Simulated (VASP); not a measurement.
Wanted: the native input for a VASP 6.6.1 run.

```yaml
Task: single point
Functional: PBEsol
Potentials_or_basis: VASP PAW PBE potentials, release 64 (Pt)
Cutoff: 520 eV
k_mesh: 22 × 22 × 22
Occupations: gaussian, width 0.15 eV
Spin: collinear spin
Starting_moments: "[0.4] μB"
Fixed_moment: 0.4 μB
Dipole_correction: no
Further_INCAR_settings: ALGO = Normal; EDIFF = 1e-06; NBANDS = 15
```

The structure of Pt lies in POSCAR:

```
Pt
1.0
    0.0000000000      1.8335775616      1.8335775616
    1.8335775616      0.0000000000      1.8335775616
    1.8335775616      1.8335775616      0.0000000000
Pt
1
Direct
    0.0000000000      0.0000000000      0.0000000000
```

These files were run (other wordings do the same):

INCAR

```
SYSTEM = Pt
PREC = Accurate ; ENCUT = 520
EDIFF = 1E-6 ; ISMEAR = 0
SIGMA = 0.15 ; LREAL = .False.
LASPH = .True. ; NELM = 150
ALGO = Normal ; ISIF = 2
LWAVE = .False. ; LCHARG = .False.
ISPIN = 2 ; MAGMOM = 0.4
LORBIT = 11 ; NUPDOWN = 0.4
LMAXMIX = 4 ; GGA = PS
NBANDS = 15
```

KPOINTS

```
Automatic mesh
0
Gamma
  22 22 22
  0 0 0
```

Potentials or basis: VASP PAW PBE potentials, release 64 (Pt).

Run with:

```sh
$ cat potpaw_PBE.64/Pt/POTCAR > POTCAR
$ mpirun -np 1 vasp_std > vasp.out
```

Results of the run:

```json
{
  "Pressure": "98.1 GPa",
  "Net moment": "0.40 μB per cell",
  "Site moments": "Pt +0.39 μB",
  "Valence electrons inside the program's atomic spheres": "Pt 9.97"
}
```

Caveat: the cell stands under pressure; the PAW data sets were made with another functional, which shifts forces and pressure a little; the total moment is fixed, so each spin has its own Fermi level.

Wall time 92 s on 1 thread of Intel Xeon 8259CL (shared host), peak memory 0.21 GiB.
